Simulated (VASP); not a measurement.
# Al2Au (Fm-3m) in VASP: a series of runs, part 2 of 3

VASP 6.6.1. The steps go on from the part before.

## (3) Vibrations by perturbation theory, PBEsol

This run uses another cell than the first one, of 18.01 Å³/atom, 1.015 times its volume.

Contents of INCAR:

```
SYSTEM = Al2Au
ALGO = Normal
EDIFF = 1E-8
ENCUT = 520
GGA = PS
IBRION = 8
ISIF = 2
ISMEAR = -1
LASPH = .TRUE.
LCHARG = .FALSE.
LREAL = .FALSE.
LWAVE = .FALSE.
NELM = 60
NSW = 1
PREC = Accurate
SIGMA = 0.05
```

Contents of KPOINTS:

```
k-points
0
G
  8 8 8
  0 0 0
```

Contents of POSCAR:

```
Al2Au
1.0
    0.0000000000      3.0006507412      3.0006507412
    3.0006507412      0.0000000000      3.0006507412
    3.0006507412      3.0006507412      0.0000000000
Al Au
2 1
Direct
    0.2500000000      0.2500000000      0.2500000000
    0.7500000000      0.7500000000      0.7500000000
    0.0000000000      0.0000000000      0.0000000000
```

Potentials or basis: VASP PAW PBE potentials, release 64 (Al, Au).

Command:

```
$ cat potpaw_PBE.64/Al/POTCAR potpaw_PBE.64/Au/POTCAR > POTCAR
$ mpirun -np 1 vasp_std > vasp.out
```

OUTCAR:

```text
SYSTEM = Al2Au
   EDIFF = 1E-8
   ENCUT = 520
   GGA = PS
   IBRION = 8
   ISIF = 2
   ISMEAR = -1
   LASPH = .TRUE.
   LREAL = .FALSE.
   NELM = 60
   NSW = 1
   PREC = Accurate

 ion  position               nearest neighbor table
   1  0.250  0.250  0.250-   3 2.60   3 2.60   3 2.60   3 2.60   2 3.00   2 3.00   2 3.00   2 3.00
                             2 3.00   2 3.00
   2  0.750  0.750  0.750-   3 2.60   3 2.60   3 2.60   3 2.60   1 3.00   1 3.00   1 3.00   1 3.00
                             1 3.00   1 3.00
   3  0.000  0.000  0.000-   1 2.60   2 2.60   2 2.60   2 2.60   2 2.60   1 2.60   1 2.60   1 2.60

  LATTYP: Found a face centered cubic cell.
 ALAT       =     6.0013014824

  Lattice vectors:

 A1 = (   0.0000000000,   3.0006507412,   3.0006507412)
 A2 = (   3.0006507412,   0.0000000000,   3.0006507412)
 A3 = (   3.0006507412,   3.0006507412,   0.0000000000)

Analysis of symmetry for initial positions (statically):
=====================================================================
 Subroutine PRICEL returns:
 Original cell was already a primitive cell.

 Routine SETGRP: Setting up the symmetry group for a
 face centered cubic supercell.

 Subroutine GETGRP returns: Found 48 space group operations
 (whereof 48 operations were pure point group operations)
 out of a pool of 48 trial point group operations.

The static configuration has the point symmetry O_h .

Analysis of symmetry for dynamics (positions and initial velocities):
=====================================================================
 Subroutine PRICEL returns:
 Original cell was already a primitive cell.

 Routine SETGRP: Setting up the symmetry group for a
[... 556 lines left out ...]

  energy  without entropy=      -13.4787921443  energy(sigma->0) =      -13.48307822

[... ionic steps 2 to 9 ...]

--------------------------------------- Ionic step       10  -------------------------------------------

 Free energy of the ion-electron system (eV)
  ---------------------------------------------------
  ---------------------------------------------------
  free energy    TOTEN  =        -0.28688900 eV

  energy without entropy =       -0.28688900

------------------------ aborting loop because EDIFF is reached ----------------------------------------

 INTERNAL STRAIN TENSOR  FOR ION    3  DIRECTION 1   (eV/Angst):
 -----------------------------------------------------------------------------
     0.11104  0.00000  0.00000
     0.00000 -0.05397 -0.00000
     0.00000 -0.00000 -0.05397

 INTERNAL STRAIN TENSOR FOR ION    3 for displacements in x,y,z  (eV/Angst):
          X           Y           Z          XY          YZ          ZX
  --------------------------------------------------------------------------------
  x     0.00000     0.00000     0.00000     0.00000     0.00000     0.00000
  y     0.00000     0.00000     0.00000     0.00000     0.00000     0.00000
  z     0.00000     0.00000     0.00000     0.00000     0.00000     0.00000

 SECOND DERIVATIVES (NOT SYMMETRIZED)
 ------------------------------------
               1X          1Y          1Z          2X          2Y          2Z          3X          3Y          3Z
  1X    -5.215821    0.000000    0.000000    1.105167    0.000000    0.000000    4.110655    0.000000    0.000000
  1Y     0.000000   -5.215821    0.000000    0.000000    1.105167    0.000000    0.000000    4.110655    0.000000
  1Z     0.000000    0.000000   -5.215821    0.000000    0.000000    1.105167    0.000000    0.000000    4.110655
  2X     1.105167    0.000000    0.000000   -5.215821    0.000000    0.000000    4.110655    0.000000    0.000000
  2Y     0.000000    1.105167    0.000000    0.000000   -5.215821    0.000000    0.000000    4.110655    0.000000
  2Z     0.000000    0.000000    1.105167    0.000000    0.000000   -5.215821    0.000000    0.000000    4.110655
  3X     4.065164    0.000000    0.000000    4.065164    0.000000    0.000000   -8.130327    0.000000    0.000000
  3Y     0.000000    4.065164    0.000000    0.000000    4.065164    0.000000    0.000000   -8.130327    0.000000
  3Z     0.000000    0.000000    4.065164    0.000000    0.000000    4.065164    0.000000    0.000000   -8.130327

 Eigenvectors and eigenvalues of the dynamical matrix
 ----------------------------------------------------

   1 f  =    7.566834 THz    47.543819 2PiTHz  252.402406 cm-1    31.293896 meV
             X         Y         Z           dx          dy          dz
      1.500325  1.500325  1.500325    -0.034405    0.694443   -0.128706
      4.500976  4.500976  4.500976     0.034405   -0.694443    0.128706
      0.000000  0.000000  0.000000    -0.000000   -0.000000    0.000000
[... 43 lines left out ...]
   9 f/i=    0.015676 THz     0.098498 2PiTHz    0.522908 cm-1     0.064832 meV
             X         Y         Z           dx          dy          dz
      1.500325  1.500325  1.500325     0.307229    0.064493    0.089671
      4.500976  4.500976  4.500976     0.307229    0.064493    0.089671
      0.000000  0.000000  0.000000     0.834722    0.175224    0.243630

--------------------------------------------------------------------------------------------------------

 ELASTIC MODULI CONTR FROM IONIC RELAXATION (kBar)
 Direction    XX          YY          ZZ          XY          YZ          ZX
 --------------------------------------------------------------------------------
 XX           0.0000      0.0000      0.0000      0.0000      0.0000      0.0000
 YY           0.0000      0.0000      0.0000      0.0000      0.0000      0.0000
 ZZ           0.0000      0.0000      0.0000      0.0000      0.0000      0.0000
 XY           0.0000      0.0000      0.0000   -408.9594      0.0000     -0.0000
 YZ           0.0000      0.0000      0.0000      0.0000   -408.9594     -0.0000
 ZX           0.0000      0.0000      0.0000     -0.0000     -0.0000   -408.9594
 --------------------------------------------------------------------------------
```

OSZICAR:

```text
N       E                     dE             d eps       ncg     rms          rms(c)
DAV:   1     0.601037328286E+02    0.60104E+02   -0.69996E+03   704   0.116E+03
DAV:   2    -0.128693600782E+02   -0.72973E+02   -0.67512E+02   808   0.208E+02
[... 42 lines left out ...]
RMM:   9    -0.286888664576E+00   -0.15912E-05    0.15097E-09  2416   0.465E-04    0.437E-05
RMM:  10    -0.286888893721E+00   -0.22914E-06    0.10576E-08  2469   0.873E-05    0.176E-05
RMM:  11    -0.286888931558E+00   -0.37837E-07   -0.53312E-09  2401   0.527E-05    0.302E-06
RMM:  12    -0.286889023056E+00   -0.91498E-07   -0.17298E-08  2563   0.189E-05    0.200E-06
RMM:  13    -0.286889002242E+00    0.20814E-07   -0.35887E-10  2024   0.785E-06    0.745E-07
RMM:  14    -0.286889003856E+00   -0.16138E-08   -0.70975E-10  1969   0.661E-06    0.132E-07
 Linear response finished
```

stdout:

```text
POSCAR found type information on POSCAR AlAu
 POSCAR found :  2 types and       3 ions
 scaLAPACK will be used
 -----------------------------------------------------------------------------
|                                                                             |
|                                                                             |
|     You enforced a specific xc type in the INCAR file but a different       |
|     I HOPE YOU KNOW WHAT YOU ARE DOING!                                     |
|                                                                             |
 -----------------------------------------------------------------------------

 LDA part: xc-table for (Slater+PW92), standard interpolation
 POSCAR, INCAR and KPOINTS ok, starting setup
 FFT: planning ... GRIDC
 FFT: planning ... GRID_SOFT
 FFT: planning ... GRID
 WAVECAR not read
 entering main loop
 Linear response reoptimize wavefunctions to high precision
 Linear response DOF=           2
 Linear response progress:
 first order change of Fermi-energy   0.94487E-05
 force on displaced ion       1 direction 1 :  -5.216  -0.000  -0.000
 Linear response progress:
 first order change of Fermi-energy   0.76307E-04
 force on displaced ion       3 direction 1 :  -8.130   0.000   0.000
 Linear response finished
```

Run time: 56 s. Hardware: 1 thread of Intel Xeon 6975P-C (Granite Rapids), shared host; peak memory 0.3 GiB.

Results:

| Quantity | Value |
| --- | --- |
| Highest phonon frequency at Γ, LO-TO splitting left out | 252 cm⁻¹ |

Phonon frequencies in cm⁻¹ (negative: imaginary):
| q point | frequencies |
| --- | --- |
| (0.000, 0.000, 0.000) | -1 -1 -1 229 229 229 252 252 252 |

Caveat: the PAW data sets were made with another functional, which shifts forces and pressure a little; spin-orbit coupling is left out, which moves the levels of the heavy elements.

(Part 2 of 3 ends here.)
